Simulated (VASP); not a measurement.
# KRu: single point with PBE

The system is KRu.

```
K Ru
1.0
    -2.17013    2.17013    3.06211
     2.17013   -2.17013    3.06211
     2.17013    2.17013   -3.06211
K Ru
1 1
Direct
  0.50000 0.50000 0.00000
  0.00000 0.00000 0.00000
```

The cell was built from a structure type or drawn by symmetry, and may not be a known phase.

```json
{"Program": "VASP 6.6.1", "Task": "single point", "Functional": "PBE", "Potentials or basis": "VASP PAW PBE potentials, release 64 (K_sv, Ru_pv)", "Cutoff": "520 eV", "k mesh": "6 × 6 × 6", "Occupations": "gaussian, width 0.1 eV", "Spin": "no spin polarisation", "Dipole correction": "no", "Further INCAR settings": "ALGO = Normal; EDIFF = 1e-06; NBANDS = 18"}
```

```json
{
 "Pressure": "0.0 GPa",
 "Band gap on the k mesh": "zero (an odd number of electrons rules out a gap without spin polarisation)"
}
```

Stress tensor (GPa, compression positive):
```
0.01 0.00 0.00
0.00 0.01 0.00
0.00 0.00 0.12
```

Levels at points of the mesh, in eV from the Fermi level:
| k point | band 9 | band 10 | band 11 | band 12 | band 13 | band 14 |
| --- | --- | --- | --- | --- | --- | --- |
| (0.00, 0.00, 0.00) | -0.61 | -0.61 | -0.60 | -0.55 | -0.54 | 7.47 |
| (0.50, 0.00, 0.00) | -0.24 | -0.23 | 0.14 | 0.14 | 0.83 | 1.43 |
| (0.50, 0.50, 0.00) | -0.73 | -0.26 | 0.18 | 0.18 | 0.85 | 2.16 |
| (0.50, 0.50, 0.50) | -0.73 | -0.25 | 0.18 | 0.18 | 0.85 | 2.18 |

Run time: 34 s on 1 thread of Intel Xeon 8259CL, with other jobs on the host, peak memory 0.19 GiB.
